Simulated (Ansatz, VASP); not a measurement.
Two plane-wave programs on HfSi2O6

INCAR

```
SYSTEM = HfSi2O6
  PREC = Accurate
  ENCUT = 520
  EDIFF = 1E-6
  ISMEAR = 0
  SIGMA = 0.1
  LREAL = .FALSE.
  LASPH = .TRUE.
  NELM = 60
  ALGO = Normal
  ISIF = 2
  LWAVE = .FALSE.
  LCHARG = .FALSE.
  GGA = PE
  NBANDS = 37
```

KPOINTS

```
regular mesh
0
G
  4 4 2
  0 0 0
```

File POSCAR:

```
HfSi2O6
1.0
    0.0000000000     -5.0158804000      0.0000000000
   -4.9553592000      2.5079402000      0.0000000000
    0.1764545000      0.0000000000     -5.8822158000
Hf Si O
1 2 6
Direct
    0.4587940000      0.0000000000      0.0000000000
    0.0134360000      0.4940390000      0.3448210000
    0.5193970000      0.5059610000      0.6551790000
    0.5704330000      0.7788290000      0.7977160000
    0.8449070000      0.5400670000      0.5681220000
    0.7916040000      0.2211710000      0.2022840000
    0.3714190000      0.2454790000      0.8173700000
    0.3048400000      0.4599330000      0.4318780000
    0.1259400000      0.7545210000      0.1826300000
```

Input for Ansatz:

```yaml
crystal:
  lattice:
    - [0.0, -5.0158804, 0.0]
    - [-4.9553592, 2.5079402, 0.0]
    - [0.1764545, 0.0, -5.8822158]
  atoms:
    - { symbol: Hf, position: [0.458794, 0.0, 0.0] }
    - { symbol: Si, position: [0.013436, 0.494039, 0.344821] }
    - { symbol: Si, position: [0.519397, 0.505961, 0.655179] }
    - { symbol: O, position: [0.570433, 0.778829, 0.797716] }
    - { symbol: O, position: [0.844907, 0.540067, 0.568122] }
    - { symbol: O, position: [0.791604, 0.221171, 0.202284] }
    - { symbol: O, position: [0.371419, 0.245479, 0.81737] }
    - { symbol: O, position: [0.30484, 0.459933, 0.431878] }
    - { symbol: O, position: [0.12594, 0.754521, 0.18263] }
basis:
  ecutwfc: 420
kpoints:
  mp_grid: { grid: [4, 4, 2] }
hamiltonian:
  xc: pbe
scf:
  occupations: { method: gaussian, width: 0.1 }
  lower_state_search: "off"
output:
  forces: true
  stress: true
  eigenvalues: true
```

Alike in both runs: task single point; functional PBE; k mesh 4 × 4 × 2; occupations gaussian, width 0.1 eV; no spin polarisation.

```csv
,VASP,Ansatz
version,VASP 6.6.1,Ansatz 0.2.0
potentials or method,"VASP PAW PBE potentials, release 64 (Hf_pv, Si, O), cutoff 520 eV","scalar-relativistic, plane waves, PAW"
valence electrons in the cell,54,70
```

|  | VASP | Ansatz | Ansatz less VASP |
| --- | --- | --- | --- |
| gap on the k mesh at the Fermi level (eV) | 5.03 | 5.03 | 0.000 |
| least direct gap on the mesh (eV) | 5.29 | 5.29 | -0.001 |
| pressure (GPa) | -0.4 | 0.0 | +0.38 |
| rms of the force components (eV/Å) | 0.072 | 0.004 | -0.0689 |

Atom by atom the forces differ by 0.074 eV/Å (rms over components). The functional is the same, so the differences come from potentials, cutoffs and numerics. VASP's potentials hold 54 valence electrons a cell and Ansatz's 70, so a difference there can come from the potentials and not from the codes.

The k mesh is coarse, so the values compare programs but aren't converged. Spin-orbit coupling is off throughout.
